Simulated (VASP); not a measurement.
# ScAlTlAs3 (P-6m2) in VASP: a series of runs, part 2 of 2

VASP 6.6.1. The steps go on from the part before.

### Step 5. Relaxation of cell and atoms, PBE

INCAR reads:

```
PREC     = Accurate       # precision mode
ENCUT    = 600            # plane-wave cutoff, eV
EDIFF    = 1E-6           # SCF threshold, eV
ISMEAR   = 0              # smearing method
SIGMA    = 0.1            # smearing width, eV
LREAL    = F              # projectors in reciprocal space
LASPH    = T              # aspherical terms in the spheres
NELM     = 60             # most SCF steps
ALGO     = Normal         # electronic algorithm
ISIF     = 3              # what is computed and relaxed
LWAVE    = F              # write WAVECAR
LCHARG   = F              # write CHGCAR
GGA      = PE             # functional
IBRION   = 2              # ionic algorithm
NSW      = 100            # ionic steps
EDIFFG   = -0.01          # ionic threshold
```

KPOINTS reads:

```
regular mesh
0
Gamma
  6 6 10
```

POSCAR reads:

```
ScAlTlAs3
1.0
    6.5994140478      0.0000000000      0.0000000000
   -3.2997070239      5.7152602155      0.0000000000
    0.0000000000      0.0000000000      3.7309267078
Sc Al Tl As
1 1 1 3
Direct
    0.3333333333      0.6666666667      0.0000000000
    0.0000000000      0.0000000000      0.0000000000
    0.6666666667      0.3333333333      0.0000000000
    0.6801811545      0.8400905773      0.5000000000
    0.1599094227      0.8400905773      0.5000000000
    0.1599094227      0.3198188455      0.5000000000
```

Potentials or basis: VASP PAW PBE potentials, release 64 (Sc_sv, Al, Tl_d, As).

Command:

```
$ cat potpaw_PBE.64/Sc_sv/POTCAR potpaw_PBE.64/Al/POTCAR potpaw_PBE.64/Tl_d/POTCAR potpaw_PBE.64/As/POTCAR > POTCAR
$ mpirun -np 1 vasp_std > vasp.out
```

OUTCAR:

```text
PREC = Accurate
   ENCUT = 600
   EDIFF = 1E-6
   ISMEAR = 0
   LREAL = F
   LASPH = T
   NELM = 60
   ISIF = 3
   GGA = PE
   IBRION = 2
   NSW = 100
   EDIFFG = -0.01

 ion  position               nearest neighbor table
   1  0.333  0.667  0.000-   4 2.72   5 2.72   4 2.72   5 2.72   6 2.72   6 2.72
   2  0.000  0.000  0.000-   5 2.61   5 2.61   4 2.61   4 2.61   6 2.61   6 2.61
   3  0.667  0.333  0.000-
   4  0.680  0.840  0.500-   2 2.61   2 2.61   1 2.72   1 2.72
   5  0.160  0.840  0.500-   2 2.61   2 2.61   1 2.72   1 2.72
   6  0.160  0.320  0.500-   2 2.61   2 2.61   1 2.72   1 2.72

  LATTYP: Found a hexagonal cell.
 ALAT       =     6.5994140478
 C/A-ratio  =     0.5653421169

  Lattice vectors:

 A1 = (   6.5994140478,   0.0000000000,   0.0000000000)
 A2 = (  -3.2997070239,   5.7152602155,   0.0000000000)
 A3 = (   0.0000000000,   0.0000000000,   3.7309267078)

Analysis of symmetry for initial positions (statically):
=====================================================================
 Subroutine PRICEL returns:
 Original cell was already a primitive cell.

 Routine SETGRP: Setting up the symmetry group for a
 hexagonal supercell.

 Subroutine GETGRP returns: Found 12 space group operations
 (whereof 12 operations were pure point group operations)
 out of a pool of 24 trial point group operations.

The static configuration has the point symmetry D_3h.

Analysis of symmetry for dynamics (positions and initial velocities):
=====================================================================
 Subroutine PRICEL returns:
 Original cell was already a primitive cell.

 Routine SETGRP: Setting up the symmetry group for a
 hexagonal supercell.

 Subroutine GETGRP returns: Found 12 space group operations
 (whereof 12 operations were pure point group operations)
 out of a pool of 24 trial point group operations.

The dynamic configuration has the point symmetry D_3h.

 Subroutine INISYM returns: Found 12 space group operations
 (whereof 12 operations are pure point group operations),
 and found     1 'primitive' translations

----------------------------------------------------------------------------------------

                                     Primitive cell

  volume of cell :     140.7207

  direct lattice vectors                    reciprocal lattice vectors
     6.599414048  0.000000000  0.000000000     0.151528604  0.087485080  0.000000000
    -3.299707024  5.715260215  0.000000000     0.000000000  0.174970161  0.000000000
     0.000000000  0.000000000  3.730926708     0.000000000  0.000000000  0.268029923

  length of vectors
     6.599414048  6.599414048  3.730926708     0.174970161  0.174970161  0.268029923

  position of ions in fractional coordinates (direct lattice)
     0.333333333  0.666666667  0.000000000
     0.000000000  0.000000000  0.000000000
     0.666666667  0.333333333  0.000000000
     0.680181154  0.840090577  0.500000000
     0.159909423  0.840090577  0.500000000
     0.159909423  0.319818846  0.500000000

  ion indices of the primitive-cell ions
   primitive index   ion index
                 1           1
                 2           2
[... 55 lines left out ...]
  0.166667 -0.000000  0.300000     12.000000
  0.333333  0.000000  0.300000     12.000000
 [... further k-points ...]
   k-points           NKPTS =     42   k-points in BZ     NKDIM =     42   number of bands    NBANDS=     25
   number of dos      NEDOS =    301   number of ions     NIONS =      6
   total plane-waves  NPLWV =  87480
   dimension x,y,z NGX =    54 NGY =   54 NGZ =   30
   dimension x,y,z NGXF=   108 NGYF=  108 NGZF=   60
   ions per type =               1   1   1   3
   NGX,Y,Z   is equivalent  to a cutoff of  13.60, 13.60, 13.37 a.u.
   NGXF,Y,Z  is equivalent  to a cutoff of  27.21, 27.21, 26.74 a.u.
 SYSTEM =  unknown system
   PREC   = accura    normal or accurate (medium, high low for compatibility)
   ISTART =      0    job   : 0-new  1-cont  2-samecut
   ICHARG =      2    charge: 1-file 2-atom 10-const
   ISPIN  =      1    spin polarized calculation?
   LNONCOLLINEAR =      F non collinear calculations
   LSORBIT =      F    spin-orbit coupling
   LASPH  =      T    aspherical Exc in radial PAW
   ENCUT  =  600.0 eV  44.10 Ry    6.64 a.u.  13.18 13.18  7.45*2*pi/ulx,y,z
   NELM   =     60;   NELMIN=  2; NELMDL= -5     # of ELM steps
   EDIFF  = 0.1E-05   stopping-criterion for ELM
   LREAL  =      F    real-space projection
   EDIFFG = -.1E-01   stopping-criterion for IOM
   NSW    =    100    number of steps for IOM
   IBRION =      2    ionic relax: 0-MD 1-quasi-New 2-CG
   NFREE  =      1    steps in history (QN), initial steepest desc. (CG)
   ISIF   =      3    stress and relaxation
   ISYM   =      2    0-nonsym 1-usesym 2-fastsym
   POTIM  = 0.5000    time-step for ionic-motion
   TEBEG  =    0.0;   TEEND  =   0.0 temperature during run
   PSTRESS=    0.0 pullay stress
   NELECT =      42.0000    total number of electrons
   NUPDOWN=      -1.0000    fix difference up-down
   EMIN   =  10.00;   EMAX   =-10.00  energy-range for DOS
   EFERMI =   0.00;   METHOD = LEGACY
   ISMEAR =     0;   SIGMA  =   0.10  broadening in eV -4-tet -1-fermi 0-gaus
   EFERMI_NEDOS =   21; number of points for ismear=-14 and -15
   IALGO  =     38    algorithm
   IMIX   =      4    mixing-type and parameters
     AMIX     =   0.40;   BMIX     =  1.00
     AMIX_MAG =   1.60;   BMIX_MAG =  1.00
  volume/ion in A,a.u.               =      23.45       158.27
  Fermi-wavevector in a.u.,A,eV,Ry     =   1.094054  2.067461 16.285535  1.196953
  Thomas-Fermi vector in A             =   2.230351
   LORBIT       =      0    0 simple, 1 ext, 2 COOP (PROOUT), +10 PAW based schemes
   GGA     = PE    functional components
   LHFCALC =     F    Hartree Fock is set to
   AEXX    =    0.0000 exact exchange contribution
   IVDW    =     0    specifies the selected vdW correction
   LEPSILON=     F    determine dielectric tensor
   LRPA    =     F    only Hartree local field effects (RPA)
 conjugate gradient relaxation of ions
 non-spin polarized calculation
 Gauss-broadening in eV      SIGMA  =   0.10
  energy-cutoff  :      600.00
  volume of cell :      140.72
 maximum number of plane-waves:      4732
 NGX is ok and might be reduce to    54
   NGX = 27   NGY = 27   NGZ = 15

--------------------------------------- Ionic step        1  -------------------------------------------

 number of electron      41.9999998 magnetization

 Free energy of the ion-electron system (eV)
  ---------------------------------------------------
  ext. energy  EPLUGINS =         0.00000000
  ---------------------------------------------------
  free energy    TOTEN  =       -27.60736007 eV

  energy without entropy =      -27.59550723  energy(sigma->0) =      -27.60143365

------------------------ aborting loop because EDIFF is reached ----------------------------------------

  FORCE on cell =-STRESS in cart. coord.  units (eV):
  Direction    XX          YY          ZZ          XY          YZ          ZX
  --------------------------------------------------------------------------------------
  -------------------------------------------------------------------------------------
  Total        0.0449987      0.0449987      0.2555360      0.0000000      0.0000000      0.0000000
  in kB        0.5123328      0.5123328      2.9094074      0.0000000      0.0000000      0.0000000
  external PRESSURE =       1.3113577 kB  Pullay stress =       0.0000000 kB
[... 107 lines left out ...]
--------------------------------------- Ionic step        4  -------------------------------------------

 number of electron      41.9999998 magnetization

 Free energy of the ion-electron system (eV)
  ---------------------------------------------------
  ext. energy  EPLUGINS =         0.00000000
  ---------------------------------------------------
  free energy    TOTEN  =       -27.60847663 eV

  energy without entropy =      -27.59661849  energy(sigma->0) =      -27.60254756

 E-fermi :   5.1492     XC(G=0):  -9.7400

 val. band max:        5.1208001704   @ k =   0.0000   0.0000   0.4000
 cond. band min:       5.1649809782   @ k =   0.3333   0.3333   0.5000
 fundamental gap:      0.0441808078
 Fermi energy:         5.1491540992

 k-point     1 :       0.0000    0.0000    0.0000
  band No.  band energies     occupation
      1     -44.5741      2.00000
      2     -23.2717      2.00000
      3     -23.2717      2.00000
      4     -23.1622      2.00000
      5      -7.6184      2.00000
      6      -6.5750      2.00000
[... 661 lines left out ...]
     24       6.2925      0.00000
     25       7.0975      0.00000

 [... further k-points ...]

------------------------ aborting loop because EDIFF is reached ----------------------------------------

  FORCE on cell =-STRESS in cart. coord.  units (eV):
  Direction    XX          YY          ZZ          XY          YZ          ZX
  --------------------------------------------------------------------------------------
  -------------------------------------------------------------------------------------
  Total        0.0024451      0.0024451     -0.0335244      0.0000000      0.0000000     -0.0000000
  in kB        0.0277934      0.0277934     -0.3810704      0.0000000      0.0000000     -0.0000000
  external PRESSURE =      -0.1084945 kB  Pullay stress =       0.0000000 kB
[... 21 lines left out ...]
  FREE ENERGIE OF THE ION-ELECTRON SYSTEM (eV)
  ---------------------------------------------------
  free  energy   TOTEN  =       -27.6084766301 eV

  energy  without entropy=      -27.5966184852  energy(sigma->0) =      -27.60254756

 reached required accuracy - stopping structural energy minimisation
```

It took 4.9 min on 1 thread of AMD EPYC 9R45 (Zen 5), shared host; peak memory 0.42 GiB.

What came out:

```yaml
Free_energy: -27.6085 eV
Relaxed_volume: 23.49 Å³/atom
Relaxed_cell: a = 6.599 Å, b = 6.599 Å, c = 3.737 Å, α = 90.00°, β = 90.00°, γ = 120.00°
Space_group_after_relaxing_to_0.05_Å: P-6m2 (No. 187)
Energy_gained_by_relaxing: 0.2 meV/atom
Ionic_steps: 4
Pressure_after_relaxing: 0.0 GPa
Largest_force_after_relaxing: 0.004 eV/Å
Band_gap_on_the_k_mesh: zero (band 21 reaches 5.37 eV, above the bottom of band 22 at 4.53 eV)
```

Forces in eV/Å, atoms in the order of the input:
```
Sc   0.000  0.000  0.000
Al   0.000  0.000  0.000
Tl   0.000  0.000  0.000
As   0.003  0.002  0.000
As  -0.003  0.002  0.000
As   0.000 -0.004  0.000
```

The path:
```
step  energy change (eV)  largest force (eV/Å)  pressure (GPa)  volume (Å³)
   1              0.0000                0.0833            0.13       140.72
   2             -0.0009                0.0368           -0.07       141.11
   3             -0.0009                0.0288           -0.10       141.18
   4             -0.0011                0.0040           -0.01       140.95
```

Final structure:
```yaml
crystal:
  lattice:
    - [6.59929, 0.00000, 0.00000]
    - [-3.29964, 5.71515, 0.00000]
    - [0.00000, 0.00000, 3.73716]
  atoms:
    - { symbol: Sc, position: [0.33333, 0.66667, 0.00000] }
    - { symbol: Al, position: [0.00000, 0.00000, 0.00000] }
    - { symbol: Tl, position: [0.66667, 0.33333, 0.00000] }
    - { symbol: As, position: [0.68143, 0.84072, 0.50000] }
    - { symbol: As, position: [0.15929, 0.84072, 0.50000] }
    - { symbol: As, position: [0.15929, 0.31857, 0.50000] }
```

Caveat: spin-orbit coupling is left out, which moves the levels of the heavy elements.

### Step 6. Summary

| task | cell | k mesh | cutoff (eV) | gap on the mesh (eV) | pressure (GPa) |
| --- | --- | --- | --- | --- | --- |
| single point | a = 6.597, b = 6.597, c = 3.732 Å, angles 90.0, 90.0, 120.0°, 6 atoms | 6 × 6 × 10 | 520 | none | 0.1 |
| relaxation of cell and atoms | relaxed from a = 6.599, b = 6.599, c = 3.731 Å, angles 90.0, 90.0, 120.0°, 6 atoms | 3 × 3 × 6 | 600 | none | 0.1 |
| relaxation of cell and atoms | relaxed from a = 6.599, b = 6.599, c = 3.731 Å, angles 90.0, 90.0, 120.0°, 6 atoms | 6 × 6 × 10 | 600 | none | 0.0 |

Alike in all rows: level PBE; potentials or basis VASP PAW PBE potentials, release 64 (Sc_sv, Al, Tl_d, As); no spin polarisation; smearing gaussian 0.1 eV.

Caveats: some runs use coarse meshes; spin-orbit coupling is left out, which moves the levels of the heavy elements; the relaxation stopped at its first step, so nothing moved (some runs).

Absolute energies hang on the potentials; compare differences alone.
